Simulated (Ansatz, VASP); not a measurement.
This is a calculation of ZnS for VASP 6.6.1.

INCAR

```
SYSTEM = ZnS
PREC = Accurate
ENCUT = 900
EDIFF = 1E-6
ISMEAR = -1
SIGMA = 0.05
LREAL = .False.
LASPH = .True.
NELM = 100
ALGO = Normal
ISIF = 2
LWAVE = .False.
LCHARG = .False.
GGA = PE
```

File KPOINTS:

```
Automatic mesh
0
Gamma
  8 8 5
  0 0 0
```

Contents of POSCAR:

```
ZnS
1.0
    3.8110000000      0.0000000000      0.0000000000
   -1.9055000000      3.3004228138      0.0000000000
    0.0000000000      0.0000000000      6.2340000000
Zn S
2 2
Direct
    0.6666666667      0.3333333333      0.5000000000
    0.3333333333      0.6666666667      0.0000000000
    0.6666666667      0.3333333333      0.8850000000
    0.3333333333      0.6666666667      0.3850000000
```

File KPOINTS_OPT:

```
path GMKGALHA,LM,KH
10
line-mode
reciprocal
 0.0000000000  0.0000000000  0.0000000000  G
 0.5000000000  0.0000000000  0.0000000000  M

 0.5000000000  0.0000000000  0.0000000000  M
 0.3333333333  0.3333333333  0.0000000000  K

 0.3333333333  0.3333333333  0.0000000000  K
 0.0000000000  0.0000000000  0.0000000000  G

 0.0000000000  0.0000000000  0.0000000000  G
 0.0000000000  0.0000000000  0.5000000000  A

 0.0000000000  0.0000000000  0.5000000000  A
 0.5000000000  0.0000000000  0.5000000000  L

 0.5000000000  0.0000000000  0.5000000000  L
 0.3333333333  0.3333333333  0.5000000000  H

 0.3333333333  0.3333333333  0.5000000000  H
 0.0000000000  0.0000000000  0.5000000000  A

 0.5000000000  0.0000000000  0.5000000000  L
 0.5000000000  0.0000000000  0.0000000000  M

 0.3333333333  0.3333333333  0.0000000000  K
 0.3333333333  0.3333333333  0.5000000000  H
```

Potentials or basis: VASP PAW PBE potentials, release 64 (Zn, S_h).

Launch:

```console
$ cat potpaw_PBE.64/Zn/POTCAR potpaw_PBE.64/S_h/POTCAR > POTCAR
$ mpirun -np 1 vasp_std > vasp.out
```

Problem. Set up the same calculation for Ansatz 0.2.0. Potentials there: Ansatz PAW.

Solution. As run (the cutoff follows the program's own potentials):

input.yaml

```yaml
crystal:
  lattice:
    - [3.811, 0.0, 0.0]
    - [-1.9055, 3.3004228138, 0.0]
    - [0.0, 0.0, 6.234]
  atoms:
    - { symbol: Zn, position: [0.6666666667, 0.3333333333, 0.5] }
    - { symbol: Zn, position: [0.3333333333, 0.6666666667, 0.0] }
    - { symbol: S, position: [0.6666666667, 0.3333333333, 0.885] }
    - { symbol: S, position: [0.3333333333, 0.6666666667, 0.385] }
hamiltonian:
  xc: pbe
  pseudopotentials: { kind: paw }
kpoints:
  mp_grid: { grid: [8, 8, 5] }
  band_path:
    path:
      - [[0.0, 0.0, 0.0], [0.5, 0.0, 0.0], [0.3333333333, 0.3333333333, 0.0], [0.0, 0.0, 0.0], [0.0, 0.0, 0.5], [0.5, 0.0, 0.5], [0.3333333333, 0.3333333333, 0.5], [0.0, 0.0, 0.5]]
      - [[0.5, 0.0, 0.5], [0.5, 0.0, 0.0]]
      - [[0.3333333333, 0.3333333333, 0.0], [0.3333333333, 0.3333333333, 0.5]]
    npoints: 14
scf:
  occupations: { method: fermi_dirac, width: 0.05 }
  n_extra_bands: 10
output:
  forces: true
  stress: true
  eigenvalues: true
  fatbands: false
```

Potentials or basis: Ansatz PAW.

Launch:

```console
$ ansatz run input.yaml --threads 2 --pin off --max-ram 5632MiB --backend cpu --events-out ev --progress --plain --runs-dir out
```

Both were run:

|  | VASP | Ansatz | Ansatz less VASP |
| --- | --- | --- | --- |
| gap on the k mesh at the Fermi level (eV) | 2.25 | 2.25 | -0.004 |
| least direct gap on the mesh (eV) | 2.25 | 2.25 | -0.004 |
| gap along the band path (eV) | 2.25 | 2.25 | -0.004 |
| pressure (GPa) | 2.6 | 2.3 | -0.25 |
| traceless stress, the component that is largest in VASP (GPa) | -1.39 | -1.35 | +0.037 |
| rms of the force components (eV/Å) | 0.187 | 0.184 | -0.0028 |

Atom by atom the forces differ by 0.003 eV/Å (rms over components).
